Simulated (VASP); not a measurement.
Set up this calculation in VASP 6.6.1, as the native input.

```
Task                   : single point
Functional             : r2SCAN
Potentials or basis    : VASP PAW PBE potentials, release 64 (Rh_pv)
Cutoff                 : 520 eV
k mesh                 : 18 × 18 × 12
Occupations            : gaussian, width 0.15 eV
Spin                   : no spin polarisation
Dipole correction      : no
Further INCAR settings : ALGO = Normal; EDIFF = 1e-06; NBANDS = 22
```

Rh:

```
CELL_PARAMETERS angstrom
2.73098 0.00000 0.00000
-1.36549 2.36510 0.00000
0.00000 0.00000 4.42849
ATOMIC_POSITIONS crystal
Rh 0.73009 0.46018 0.75000
Rh 0.33333 0.66667 0.25000
```

This cell differs from its parent crystal: atom 1 (Rh) moved by (+0.300, +0.000) A along y and z.

These files were run (other wordings do the same):

POSCAR

```
Rh
1.0
    2.7309790422      0.0000000000      0.0000000000
   -1.3654895211      2.3650972278      0.0000000000
    0.0000000000      0.0000000000      4.4284890000
Rh
2
Direct
    0.7300890064      0.4601780129      0.7500000000
    0.3333333333      0.6666666667      0.2500000000
```

INCAR.step1

```
PREC = Accurate
ENCUT = 520
ISMEAR = 0
SIGMA = 0.15
LREAL = F
LASPH = T
NELM = 80
NBANDS = 22
GGA = PE
ALGO = Normal
EDIFF = 1E-4
LWAVE = T
LCHARG = F
```

INCAR.step2

```
PREC = Accurate
ENCUT = 520
EDIFF = 1E-6
ISMEAR = 0
SIGMA = 0.15
LREAL = F
LASPH = T
NELM = 80
ALGO = Normal
ISIF = 2
LWAVE = F
LCHARG = T
METAGGA = R2SCAN
LMIXTAU = T
LELF = T
LVHAR = T
NBANDS = 22
ISTART = 1
```

KPOINTS

```
Automatic mesh
0
Gamma
  18 18 12
```

Potentials or basis: VASP PAW PBE potentials, release 64 (Rh_pv).

Command:

```bash
$ cat potpaw_PBE.64/Rh_pv/POTCAR > POTCAR
$ cp INCAR.step1 INCAR
$ mpirun -np 1 vasp_std > vasp.out
$ cp INCAR.step2 INCAR
$ mpirun -np 1 vasp_std > vasp.out
```

It gave:

```
Pressure               : -6.4 GPa
Largest force          : 0.762 eV/Å
Band gap on the k mesh : zero (bands 15 and 16 overlap by 2.33 eV)
```

Caveat: the cell differs from its parent crystal (atom 1 (Rh) moved by (+0.300, +0.000) A along y and z); the stress differs along the axes, from -9 to -3 GPa; the PAW data sets were made with another functional, which shifts forces and pressure a little.

Run time: 25 min on 1 thread of Intel Xeon 8259CL (shared host), peak memory 0.4 GiB.
